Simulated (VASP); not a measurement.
Write the native input for VASP 6.6.1 that does the following.

```
Task                               : single point
Functional                         : PBE0
Potentials or basis                : VASP PAW PBE potentials, release 64 (In_d)
Cutoff                             : 520 eV
k mesh                             : 6 × 6 × 6
Occupations                        : fermi-dirac, width 0.05 eV
Spin                               : no spin polarisation
Dipole correction                  : no
Grid for exact exchange (PRECFOCK) : Normal
Further INCAR settings             : ALGO = Normal; EDIFF = 1e-07; NBANDS = 12
Share of exact exchange            : 0.25
```

Crystal: In.

```
In
1.0
    -1.89499    1.89499    1.89499
     1.89499   -1.89499    1.89499
     1.89499    1.89499   -1.89499
In
1
Direct
  0.00000 0.00000 0.00000
```

This isn't the form of In at room conditions, which is tetragonal.

The input as run:

POSCAR

```
In
1.0
   -1.8949926579      1.8949926579      1.8949926579
    1.8949926579     -1.8949926579      1.8949926579
    1.8949926579      1.8949926579     -1.8949926579
In
1
Direct
    0.0000000000      0.0000000000      0.0000000000
```

INCAR.step1

```
  ALGO = Normal
  EDIFF = 1E-5
  ENCUT = 520
  GGA = PE
  ISIF = 2
  ISMEAR = -1
  LASPH = T
  LCHARG = F
  LREAL = F
  LWAVE = T
  NBANDS = 12
  NELM = 60
  PREC = Accurate
  SIGMA = 0.05
```

INCAR.step2

```
  AEXX = 0.25
  ALGO = Normal
  EDIFF = 1E-7
  ENCUT = 520
  GGA = PE
  ISIF = 2
  ISMEAR = -1
  ISTART = 1
  LASPH = T
  LCHARG = F
  LHFCALC = T
  LREAL = F
  LWAVE = F
  NBANDS = 12
  NELM = 60
  PREC = Accurate
  PRECFOCK = Normal
  SIGMA = 0.05
```

KPOINTS

```
k-points
0
Gamma
  6 6 6
```

Potentials or basis: VASP PAW PBE potentials, release 64 (In_d).

Run with:

```bash
$ cat potpaw_PBE.64/In_d/POTCAR > POTCAR
$ cp INCAR.step1 INCAR
$ mpirun -np 1 vasp_std > vasp.out
$ cp INCAR.step2 INCAR
$ mpirun -np 1 vasp_std > vasp.out
```

It gave:

The pressure is -1.5 GPa. The band gap on the k mesh is zero (an odd number of electrons rules out a gap without spin polarisation).

Caveat: the k points lie up to 0.39 Å⁻¹ apart, too coarse for converged energies and pressures of a metal; the PAW data sets were made with another functional, which shifts forces and pressure a little; spin-orbit coupling is left out, which moves the levels of the heavy elements.

Run time: 30 min on 1 thread of Intel Xeon 8259CL (shared host), peak memory 0.16 GiB.
